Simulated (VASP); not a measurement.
Set up this calculation in VASP 6.6.1, as the native input.

```yaml
Task: single point
Functional: PBEsol
Potentials_or_basis: VASP PAW PBE potentials, release 64 (W_sv, Se)
Cutoff: 520 eV
k_mesh: 12 × 12 × 2
Occupations: gaussian, width 0.05 eV
Spin: no spin polarisation
Dipole_correction: no
Further_INCAR_settings: ALGO = Normal; EDIFF = 1e-06; NBANDS = 20
```

The structure of WSe2 lies in POSCAR:

```
WSe2
1.0
    3.2702526784      0.0000000000      0.0000000000
   -1.6351263392      2.8321218963      0.0000000000
    0.0000000000      0.0000000000     16.6612169706
W Se
1 2
Direct
    0.0000000000      0.0000000000      0.0225073595
    0.3333333333      0.6666666667      0.1003992721
    0.3333333333      0.6666666667      0.8996007279
```

This cell differs from its parent crystal: atom 1 (W) moved +0.375 Å along Cartesian [0 0 1].

One way to write it, as run:

INCAR

```
ALGO     = Normal         # electronic algorithm
EDIFF    = 1E-6           # SCF threshold, eV
ENCUT    = 520            # plane-wave cutoff, eV
GGA      = PS             # functional
ISIF     = 2              # what is computed and relaxed
ISMEAR   = 0              # smearing method
LASPH    = T              # aspherical terms in the spheres
LCHARG   = F              # write CHGCAR
LREAL    = F              # projectors in reciprocal space
LWAVE    = F              # write WAVECAR
NBANDS   = 20             # bands
NELM     = 100            # most SCF steps
PREC     = Accurate       # precision mode
SIGMA    = 0.05           # smearing width, eV
```

KPOINTS

```
k-points
0
Gamma
  12 12 2
```

Potentials or basis: VASP PAW PBE potentials, release 64 (W_sv, Se).

Command:

```sh
$ cat potpaw_PBE.64/W_sv/POTCAR potpaw_PBE.64/Se/POTCAR > POTCAR
$ mpirun -np 1 vasp_std > vasp.out
```

It gave:

- Largest force: 10.041 eV/Å
- Band gap on the k mesh: 0.19 eV (least direct gap 0.93 eV)

Caveat: the cell differs from its parent crystal (atom 1 (W) moved +0.375 Å along Cartesian [0 0 1]); the PAW data sets were made with another functional, which shifts forces and pressure a little; spin-orbit coupling is left out, which moves the levels of the heavy elements.

It took 3.7 min on 1 thread of Intel Xeon 8259CL, with other jobs on the host, peak memory 0.32 GiB.
